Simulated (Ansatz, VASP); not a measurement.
**One calculation of TaN, two programs**

The input POSCAR:

```
TaN
1.0
    2.9380000000      0.0000000000      0.0000000000
   -1.4690000000      2.5443826363      0.0000000000
    0.0000000000      0.0000000000      2.8830000000
Ta N
1 1
Direct
    0.3333333333      0.6666666667      0.5000000000
    0.0000000000      0.0000000000      0.0000000000
```

The input INCAR.step1:

```
PREC = Accurate
ENCUT = 580
ISMEAR = -1
SIGMA = 0.03
LREAL = F
LASPH = T
NELM = 120
NBANDS = 16
GGA = PE
ALGO = Normal
EDIFF = 1E-5
LWAVE = T
LCHARG = F
GGA_COMPAT = F
```

The input INCAR.step2:

```
PREC = Accurate
ENCUT = 580
EDIFF = 1E-8
ISMEAR = -1
SIGMA = 0.03
LREAL = F
LASPH = T
NELM = 120
ALGO = Normal
ISIF = 2
LWAVE = F
LCHARG = F
METAGGA = R2SCAN
LMIXTAU = T
LEFG = T
NBANDS = 16
ISTART = 1
GGA_COMPAT = F
```

File KPOINTS:

```
regular mesh
0
Gamma
  11 11 10
```

Input for Ansatz:

```yaml
crystal:
  lattice:
    - [2.938, 0.0, 0.0]
    - [-1.469, 2.5443826363, 0.0]
    - [0.0, 0.0, 2.883]
  atoms:
    - { symbol: Ta, position: [0.3333333333, 0.6666666667, 0.5] }
    - { symbol: "N", position: [0.0, 0.0, 0.0] }
kpoints:
  mp_grid: { grid: [11, 11, 10] }
  band_path:
    path:
      - [0.0, 0.0, 0.0]
      - [0.5, 0.0, 0.0]
      - [0.3333333333, 0.3333333333, 0.0]
      - [0.0, 0.0, 0.0]
      - [0.0, 0.0, 0.5]
      - [0.5, 0.0, 0.5]
      - [0.3333333333, 0.3333333333, 0.5]
      - [0.0, 0.0, 0.5]
      - [0.5, 0.0, 0.5]
    npoints: 6
scf:
  occupations: { method: fermi_dirac, width: 0.03 }
hamiltonian:
  xc: r2scan
  pseudopotentials: { kind: paw }
output:
  forces: true
  stress: true
  eigenvalues: true
  efg: { contact_densities: true }
  populations: true
```

Change from the starting cell: volume scaled by 1, PAW files.

Alike in both runs: task electric field gradients; functional r2SCAN; k mesh 11 × 11 × 10; occupations fermi-dirac, width 0.03 eV; no spin polarisation.

|  | VASP | Ansatz |
| --- | --- | --- |
| version | VASP 6.6.1 | Ansatz 0.2.0 |
| potentials or method | VASP PAW PBE potentials, release 64 (Ta_sv_GW, N) | PAW with Ansatz's default frozen-core files, scalar-relativistic |
| plane-wave cutoff (eV) | 580 | 500 |
| valence electrons in the cell | 18 | 18 |

VASP gave:

```
size of Vzz on the site where it differs most (V/Å²) : 22.9
```

Question: What did Ansatz give for the same quantities?

Answer: Size of Vzz on the site where it differs most (V/Å²): 42.8.

VASP's potentials were made for PBE, not for r2SCAN.

Spin-orbit coupling is off throughout.
